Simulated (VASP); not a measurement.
Wanted: the native input for a VASP 6.6.1 run.

```yaml
Task: single point
Functional: LDA
Potentials_or_basis: VASP PAW LDA potentials, release 64 (Cd, S)
Cutoff: 520 eV
k_mesh: 7 × 7 × 4
Occupations: fermi-dirac, width 0.02 eV
Spin: no spin polarisation
Dipole_correction: no
Further_INCAR_settings: ALGO = Normal; EDIFF = 1e-06; NBANDS = 26
```

The structure of CdS lies in POSCAR:

```
CdS
1.0
    4.0743624770      0.0000000000      0.0000000000
   -2.0371812385      3.5285014093      0.0000000000
    0.0000000000      0.0000000000      6.6387093423
Cd S
2 2
Direct
    0.3333333333      0.6666666667     -0.0005586058
    0.6666666667      0.3333333333      0.4994413942
    0.3333333333      0.6666666667      0.3755586058
    0.6666666667      0.3333333333      0.8755586058
```

One way to write it, as run:

INCAR

```
  ALGO = Normal
  EDIFF = 1E-6
  ENCUT = 520
  ISIF = 2
  ISMEAR = -1
  LASPH = True
  LCHARG = False
  LREAL = False
  LWAVE = False
  NBANDS = 26
  NELM = 100
  PREC = Accurate
  SIGMA = 0.02
```

KPOINTS

```
k-points
0
Gamma
  7 7 4
```

Potentials or basis: VASP PAW LDA potentials, release 64 (Cd, S).

Launch:

```console
$ cat potpaw_LDA.64/Cd/POTCAR potpaw_LDA.64/S/POTCAR > POTCAR
$ mpirun -np 1 vasp_std > vasp.out
```

It gave:

```yaml
Pressure: 0.5 GPa
Band_gap_on_the_k_mesh: 1.05 eV
```

Wall time 34 s on 1 thread of Intel(R) Xeon(R) 6975P-C (Granite Rapids), with other jobs on the host, peak memory 0.19 GiB.
